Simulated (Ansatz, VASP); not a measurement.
**WSe2: VASP beside Ansatz**

File INCAR:

```
  ALGO = Normal
  DIPOL = 0.5 0.5 0.500
  EDIFF = 1E-7
  ENCUT = 520
  GGA = PE
  IDIPOL = 3
  ISIF = 2
  ISMEAR = 0
  IVDW = 12
  LASPH = True
  LCHARG = False
  LDIPOL = True
  LREAL = False
  LWAVE = False
  NBANDS = 20
  NELM = 60
  PREC = Accurate
  SIGMA = 0.02
```

The input KPOINTS:

```
k-points
0
Gamma
  9 9 1
```

POSCAR

```
WSe2
1.0
    3.2420000000      0.0000000000      0.0000000000
   -1.6210000000      2.8076543591      0.0000000000
    0.0000000000      0.0000000000     32.7373831004
Se W
2 1
Direct
    0.3333333333      0.6666666667      0.4503167374
    0.3333333333      0.6666666667      0.5496832626
    0.6666666667      0.3333333333      0.5000000000
```

Input for Ansatz:

```yaml
crystal:
  lattice:
    - [3.242, 0.0, 0.0]
    - [-1.621, 2.8076543591, 0.0]
    - [0.0, 0.0, 32.7373831004]
  atoms:
    - { symbol: Se, position: [0.3333333333, 0.6666666667, 0.4503167374] }
    - { symbol: W, position: [0.6666666667, 0.3333333333, 0.5] }
    - { symbol: Se, position: [0.3333333333, 0.6666666667, 0.5496832626] }
  periodic: [true, true, false]
basis:
  ecutwfc: 420
kpoints:
  mp_grid: { grid: [9, 9, 1] }
hamiltonian:
  xc: pbe
  pseudopotentials: { kind: paw, azcp: { folder: soft_1 } }
  dispersion: d3bj
scf:
  occupations: { method: gaussian, width: 0.02 }
output:
  forces: true
  stress: true
  eigenvalues: true
```

Alike in both runs: task single point; functional PBE; dispersion D3(BJ); k mesh 9 × 9 × 1; occupations gaussian, width 0.02 eV; no spin polarisation.

```csv
,VASP,Ansatz
version,VASP 6.6.1,Ansatz 0.2.0
potentials or method,"VASP PAW PBE potentials, release 64 (Se, W_sv), cutoff 520 eV","scalar-relativistic, plane waves, PAW"
valence electrons in the cell,26,46
```

|  | VASP | Ansatz | Ansatz less VASP |
| --- | --- | --- | --- |
| gap on the k mesh at the Fermi level (eV) | 1.68 | 1.69 | +0.005 |
| least direct gap on the mesh (eV) | 1.68 | 1.69 | +0.005 |
| rms of the force components (eV/Å) | 0.710 | 0.681 | -0.0294 |

VASP's potentials hold 26 valence electrons a cell and Ansatz's 46, so a difference there can come from the potentials and not from the codes.

Neither program's run includes spin-orbit coupling.
